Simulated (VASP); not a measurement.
# Sc (Fd-3m) in VASP: a series of runs, part 2 of 2

VASP 6.6.1. Earlier steps stand in the parts before.

**4. Single point, PBE**

This run uses another cell than the first one, of 33.04 Å³/atom.

INCAR reads:

```
PREC = Accurate ; ENCUT = 520
EDIFF = 1E-7 ; ISMEAR = -1
SIGMA = 0.06122561905347299 ; LREAL = False
LASPH = True ; NELM = 100
ALGO = Fast ; ISIF = 2
LWAVE = False ; LCHARG = True
GGA = PE ; LELF = True
LVHAR = True ; NBANDS = 18
```

KPOINTS reads:

```
Automatic mesh
0
Gamma
  15 15 15
```

POSCAR reads:

```
Sc
1.0
    0.0000000000      3.2089700406      3.2089700406
    3.2089700406      0.0000000000      3.2089700406
    3.2089700406      3.2089700406      0.0000000000
Sc
2
Direct
    0.0000000000      0.0000000000      0.0000000000
    0.2500000000      0.2500000000      0.2500000000
```

Potentials or basis: VASP PAW PBE potentials, release 64 (Sc_sv).

On the command line:

```sh
$ cat potpaw_PBE.64/Sc_sv/POTCAR > POTCAR
$ mpirun -np 1 vasp_std > vasp.out
```

OUTCAR:

```text
PREC = Accurate
   ENCUT = 520
   EDIFF = 1E-7
   ISMEAR = -1
   LREAL = False
   LASPH = True
   NELM = 100
   ISIF = 2
   GGA = PE

 ion  position               nearest neighbor table
   1  0.000  0.000  0.000-   2 2.78   2 2.78   2 2.78   2 2.78
   2  0.250  0.250  0.250-   1 2.78   1 2.78   1 2.78   1 2.78

  LATTYP: Found a face centered cubic cell.
 ALAT       =     6.4179400812

  Lattice vectors:

 A1 = (   0.0000000000,   3.2089700406,   3.2089700406)
 A2 = (   3.2089700406,   0.0000000000,   3.2089700406)
 A3 = (   3.2089700406,   3.2089700406,   0.0000000000)

Analysis of symmetry for initial positions (statically):
=====================================================================
 Subroutine PRICEL returns:
 Original cell was already a primitive cell.

 Routine SETGRP: Setting up the symmetry group for a
 face centered cubic supercell.

 Subroutine GETGRP returns: Found 48 space group operations
 (whereof 24 operations were pure point group operations)
 out of a pool of 48 trial point group operations.

The static configuration has the point symmetry T_d .
 The point group associated with its full space group is O_h .
[... 160 lines left out ...]

  energy without entropy =       -8.48621278  energy(sigma->0) =       -8.51694925

 E-fermi :   1.9486     XC(G=0):  -8.5559

 val. band max:        1.9453506203   @ k =   0.3333   0.1333   0.0667
 cond. band min:       1.9518332955   @ k =  -0.2667   0.2000   0.0667
 fundamental gap:      0.0064826752
 Fermi energy:         1.9485630518

 k-point     1 :       0.0000    0.0000    0.0000
  band No.  band energies     occupation
      1     -47.9600      2.00000
      2     -47.7126      2.00000
      3     -26.7408      2.00000
      4     -26.7408      2.00000
      5     -26.7408      2.00000
      6     -26.3057      2.00000
[... 481 lines left out ...]
      5     -26.7147      2.00000
      6     -26.3353      2.00000
[... 10 lines left out ...]
     17       3.6691      0.00000
     18       5.2710      0.00000

 [... further k-points ...]

------------------------ aborting loop because EDIFF is reached ----------------------------------------

  FORCE on cell =-STRESS in cart. coord.  units (eV):
  Direction    XX          YY          ZZ          XY          YZ          ZX
  --------------------------------------------------------------------------------------
  -------------------------------------------------------------------------------------
  Total        0.1672439      0.1672439      0.1672439      0.0000000      0.0000000      0.0000000
  in kB        4.0544692      4.0544692      4.0544692      0.0000000      0.0000000      0.0000000
  external PRESSURE =       4.0544692 kB  Pullay stress =       0.0000000 kB

 VOLUME and BASIS-vectors are now :
 -----------------------------------------------------------------------------
  energy-cutoff  :      520.00
  volume of cell :       66.09
      direct lattice vectors                 reciprocal lattice vectors
     0.000000000  3.208970041  3.208970041    -0.155813234  0.155813234  0.155813234
     3.208970041  0.000000000  3.208970041     0.155813234 -0.155813234  0.155813234
     3.208970041  3.208970041  0.000000000     0.155813234  0.155813234 -0.155813234

 POSITION                                       TOTAL-FORCE (eV/Angst)
 -----------------------------------------------------------------------------------
      0.00000      0.00000      0.00000         0.000000      0.000000      0.000000
      1.60449      1.60449      1.60449        -0.000000     -0.000000     -0.000000
 -----------------------------------------------------------------------------------
    total drift:                                0.000000      0.000000      0.000000

  FREE ENERGIE OF THE ION-ELECTRON SYSTEM (eV)
  ---------------------------------------------------
  free  energy   TOTEN  =        -8.5476857151 eV

  energy  without entropy=       -8.4862127838  energy(sigma->0) =       -8.51694925
```

OSZICAR:

```text
N       E                     dE             d eps       ncg     rms          rms(c)
DAV:   1     0.307207515349E+03    0.30721E+03   -0.10114E+04  4336   0.121E+03
DAV:   2     0.619230784755E+01   -0.30102E+03   -0.29595E+03  5200   0.525E+02
[... 11 lines left out ...]
RMM:  14    -0.854768124898E+01   -0.19264E-04   -0.19249E-04  6733   0.458E-02    0.701E-03
RMM:  15    -0.854768281564E+01   -0.15667E-05   -0.47348E-05  6309   0.302E-02    0.268E-03
RMM:  16    -0.854768556647E+01   -0.27508E-05   -0.23702E-05  6099   0.164E-02    0.225E-03
RMM:  17    -0.854768538695E+01    0.17952E-06   -0.52169E-06  5481   0.114E-02    0.585E-04
RMM:  18    -0.854768572366E+01   -0.33671E-06   -0.30499E-06  5193   0.630E-03    0.513E-04
RMM:  19    -0.854768571512E+01    0.85392E-08   -0.58310E-07  4597   0.380E-03
   1 F= -.85476857E+01 E0= -.85169492E+01  d E =-.614729E-01
```

stdout:

```text
POSCAR found type information on POSCAR Sc
 POSCAR found :  1 types and       2 ions
 scaLAPACK will be used
 LDA part: xc-table for (Slater+PW92), standard interpolation
 POSCAR, INCAR and KPOINTS ok, starting setup
 FFT: planning ... GRIDC
 FFT: planning ... GRID_SOFT
 FFT: planning ... GRID
 WAVECAR not read
 entering main loop
```

Wall time 2.1 min (1 thread of Intel Xeon Platinum 8488C (Sapphire Rapids), shared host); peak memory 0.28 GiB.

Results:

```
Free energy            : -8.5477 eV
Pressure               : 0.4 GPa
Band gap on the k mesh : zero (bands 11 and 12 overlap by 0.57 eV)
```
